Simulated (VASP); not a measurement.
# KI (I4/mmm) in VASP: a series of runs, part 2 of 2

VASP 6.6.1. The steps go on from the part before.

### 4 Single point, LDA

This run uses another cell than the first one, of 40.75 Å³/atom.

The input, INCAR:

```
SYSTEM = KI
PREC = Accurate
ENCUT = 520
EDIFF = 1E-6
ISMEAR = 0
SIGMA = 0.05
LREAL = .FALSE.
LASPH = .TRUE.
NELM = 100
ALGO = Normal
ISIF = 2
LWAVE = .FALSE.
LCHARG = .TRUE.
LELF = .TRUE.
LVHAR = .TRUE.
NBANDS = 15
```

The input, KPOINTS:

```
regular mesh
0
G
  6 6 6
  0 0 0
```

The input, POSCAR:

```
KI
1.0
    0.0000000000      3.4562963656      3.4109309835
    3.4562963656      0.0000000000      3.4109309835
    3.4562963656      3.4562963656      0.0000000000
K I
1 1
Direct
    0.0000000000      0.0000000000      0.0000000000
    0.5000000000      0.5000000000      0.5000000000
```

Potentials or basis: VASP PAW LDA potentials, release 64 (K_sv, I).

Started as:

```console
> cat potpaw_LDA.64/K_sv/POTCAR potpaw_LDA.64/I/POTCAR > POTCAR
> mpirun -np 1 vasp_std > vasp.out
```

OUTCAR:

```text
SYSTEM = KI
   PREC = Accurate
   ENCUT = 520
   EDIFF = 1E-6
   ISMEAR = 0
   LREAL = .FALSE.
   LASPH = .TRUE.
   NELM = 100
   ISIF = 2

 ion  position               nearest neighbor table
   1  0.000  0.000  0.000-   2 3.41   2 3.41   2 3.46   2 3.46   2 3.46   2 3.46
   2  0.500  0.500  0.500-   1 3.41   1 3.41   1 3.46   1 3.46   1 3.46   1 3.46

  LATTYP: Found a body centered tetragonal cell.
 ALAT       =     4.8879411958
 C/A-ratio  =     1.3956513988

  Lattice vectors:

 A1 = (   0.0000000000,  -3.4562963656,  -3.4109309835)
 A2 = (   0.0000000000,   3.4562963656,  -3.4109309835)
 A3 = (   3.4562963656,   0.0000000000,   3.4109309835)

Analysis of symmetry for initial positions (statically):
=====================================================================
 Subroutine PRICEL returns:
 Original cell was already a primitive cell.

 Routine SETGRP: Setting up the symmetry group for a
 body centered tetragonal supercell.

 Subroutine GETGRP returns: Found 16 space group operations
 (whereof 16 operations were pure point group operations)
 out of a pool of 16 trial point group operations.

The static configuration has the point symmetry D_4h.

Analysis of symmetry for dynamics (positions and initial velocities):
=====================================================================
 Subroutine PRICEL returns:
 Original cell was already a primitive cell.

 Routine SETGRP: Setting up the symmetry group for a
 body centered tetragonal supercell.

 Subroutine GETGRP returns: Found 16 space group operations
 (whereof 16 operations were pure point group operations)
 out of a pool of 16 trial point group operations.

The dynamic configuration has the point symmetry D_4h.

 Subroutine INISYM returns: Found 16 space group operations
 (whereof 16 operations are pure point group operations),
 and found     1 'primitive' translations

----------------------------------------------------------------------------------------

                                     Primitive cell
[... 116 lines left out ...]
   GGA     = CA    functional components
   LHFCALC =     F    Hartree Fock is set to
   AEXX    =    0.0000 exact exchange contribution
   IVDW    =     0    specifies the selected vdW correction
   LEPSILON=     F    determine dielectric tensor
   LRPA    =     F    only Hartree local field effects (RPA)
 non-spin polarized calculation
 Gauss-broadening in eV      SIGMA  =   0.05
  energy-cutoff  :      520.00
  volume of cell :       81.49
 maximum number of plane-waves:      2210
   NGX = 19   NGY = 19   NGZ = 19

 number of electron      16.0000000 magnetization

 Free energy of the ion-electron system (eV)
  ---------------------------------------------------
  ext. energy  EPLUGINS =         0.00000000
  ---------------------------------------------------
  free energy    TOTEN  =        -6.16307602 eV

  energy without entropy =       -6.16307602  energy(sigma->0) =       -6.16307602

 E-fermi :   0.0436     XC(G=0):  -7.9347

 val. band max:       -0.1817384692   @ k =   0.0000   0.0000   0.0000
 cond. band min:       3.6170556957   @ k =   0.0000   0.0000   0.0000
 fundamental gap:      3.7987941649
 Fermi energy:         0.0435847094

 k-point     1 :       0.0000    0.0000    0.0000
  band No.  band energies     occupation
      1     -28.2040      2.00000
      2     -11.9441      2.00000
      3     -11.9402      2.00000
      4     -11.9402      2.00000
      5     -10.8861      2.00000
      6      -0.1894      2.00000
      7      -0.1894      2.00000
      8      -0.1817      2.00000
      9       3.6171      0.00000
     10       6.0224      0.00000
     11       6.0224      0.00000
     12       6.1062      0.00000
     13       6.8351      0.00000
     14       6.8960      0.00000
[... 401 lines left out ...]
      2     -12.0497      2.00000
      3     -11.9818      2.00000
      4     -11.9631      2.00000
      5     -10.6336      2.00000
      6      -1.3313      2.00000
      7      -0.8065      2.00000
      8      -0.6070      2.00000
      9       4.8140      0.00000
     10       6.0011      0.00000
     11       7.5188      0.00000
     12       7.9474      0.00000
     13       8.7213      0.00000
     14       9.0798      0.00000
     15       9.6742      0.00000

 [... further k-points ...]
[... 5 lines left out ...]
  --------------------------------------------------------------------------------------
  -------------------------------------------------------------------------------------
  Total       -0.2623699     -0.2623699     -0.0413750      0.0000000      0.0000000      0.0000000
  in kB       -5.1582183     -5.1582183     -0.8134369      0.0000000      0.0000000      0.0000000
  external PRESSURE =      -3.7099578 kB  Pullay stress =       0.0000000 kB

 VOLUME and BASIS-vectors are now :
 -----------------------------------------------------------------------------
  energy-cutoff  :      520.00
  volume of cell :       81.49
      direct lattice vectors                 reciprocal lattice vectors
     0.000000000  3.456296366  3.410930984    -0.144663520  0.144663520  0.146587545
     3.456296366  0.000000000  3.410930984     0.144663520 -0.144663520  0.146587545
     3.456296366  3.456296366  0.000000000     0.144663520  0.144663520 -0.146587545

 POSITION                                       TOTAL-FORCE (eV/Angst)
 -----------------------------------------------------------------------------------
      0.00000      0.00000      0.00000        -0.000000     -0.000000     -0.000000
      3.45630      3.45630      3.41093         0.000000      0.000000      0.000000
 -----------------------------------------------------------------------------------
    total drift:                                0.000000      0.000000      0.000000

  FREE ENERGIE OF THE ION-ELECTRON SYSTEM (eV)
  ---------------------------------------------------
  free  energy   TOTEN  =        -6.1630760151 eV

  energy  without entropy=       -6.1630760151  energy(sigma->0) =       -6.16307602
```

OSZICAR:

```text
N       E                     dE             d eps       ncg     rms          rms(c)
DAV:   1     0.948674514152E+02    0.94867E+02   -0.65779E+03   900   0.920E+02
DAV:   2    -0.482785364955E+00   -0.95350E+02   -0.88154E+02  1138   0.232E+02
DAV:   3    -0.595324760502E+01   -0.54705E+01   -0.54450E+01  1246   0.463E+01
DAV:   4    -0.625089278133E+01   -0.29765E+00   -0.29753E+00  1480   0.983E+00
DAV:   5    -0.625328412968E+01   -0.23913E-02   -0.23912E-02  1252   0.955E-01    0.382E+00
DAV:   6    -0.617661115389E+01    0.76673E-01   -0.71410E-02  1159   0.181E+00    0.264E+00
DAV:   7    -0.616307184905E+01    0.13539E-01   -0.77589E-02  1180   0.162E+00    0.823E-01
DAV:   8    -0.616312209961E+01   -0.50251E-04   -0.12470E-02  1054   0.827E-01    0.250E-01
DAV:   9    -0.616306713858E+01    0.54961E-04   -0.37021E-04  1297   0.120E-01    0.140E-01
DAV:  10    -0.616308105841E+01   -0.13920E-04   -0.22526E-04  1131   0.724E-02    0.745E-02
DAV:  11    -0.616307580327E+01    0.52551E-05   -0.54030E-05  1124   0.454E-02    0.125E-02
DAV:  12    -0.616307601509E+01   -0.21182E-06   -0.21614E-06  1197   0.113E-02
   1 F= -.61630760E+01 E0= -.61630760E+01  d E =-.295619E-12
```

Run time: 67 s. Hardware: 1 thread of AMD EPYC 7R13, shared host; peak memory 0.16 GiB.

Results:

- Free energy: -6.1631 eV
- Pressure: -0.4 GPa
- Band gap on the k mesh: 3.80 eV

Stress tensor (GPa, compression positive):
```
-0.52  0.00  0.00
 0.00 -0.52  0.00
 0.00  0.00 -0.08
```

Caveat: spin-orbit coupling is left out, which moves the levels of the heavy elements.

### 5 The runs side by side

```tsv
cell	gap on the mesh (eV)	pressure (GPa)
a = 4.760, b = 4.760, c = 4.695 Å, angles 60.4, 60.4, 59.1°, 2 atoms	4.01	1.1
a = 4.792, b = 4.792, c = 4.760 Å, angles 60.2, 60.2, 59.6°, 2 atoms	3.94	0.5
a = 4.856, b = 4.856, c = 4.888 Å, angles 59.8, 59.8, 60.4°, 2 atoms	3.80	-0.4
```

Alike in all rows: task single point; level LDA; potentials or basis VASP PAW LDA potentials, release 64 (K_sv, I); no spin polarisation; k mesh 6 × 6 × 6; cutoff (eV) 520; smearing gaussian 0.05 eV.

Caveats: spin-orbit coupling is left out, which moves the levels of the heavy elements.

Absolute energies hang on the potentials; compare differences alone.
